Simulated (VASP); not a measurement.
Input of a VASP 6.6.1 run:

INCAR

```
ALGO = Normal
EDIFF = 1E-6
ENCUT = 520
GGA = PE
ISIF = 2
ISMEAR = 0
LASPH = T
LCHARG = F
LREAL = F
LWAVE = F
NBANDS = 12
NELM = 100
PREC = Accurate
SIGMA = 0.017
```

The input KPOINTS:

```
k-points
0
Gamma
  12 12 12
```

File POSCAR:

```
Zn
1.0
    0.0000000000      1.9647760000      1.9647760000
    1.9647760000      0.0000000000      1.9647760000
    1.9647760000      1.9647760000      0.0000000000
Zn
1
Direct
    0.0000000000      0.0000000000      0.0000000000
```

Potentials or basis: VASP PAW PBE potentials, release 64 (Zn).

Launch:

```console
$ cat potpaw_PBE.64/Zn/POTCAR > POTCAR
$ mpirun -np 1 vasp_std > vasp.out
```

Q: What does it give for the band gap on the k mesh?

A: Zero (band 6 reaches 5.33 eV, above the bottom of band 7 at 1.70 eV).

Q: Predict the pressure.

A: 0.3 GPa.
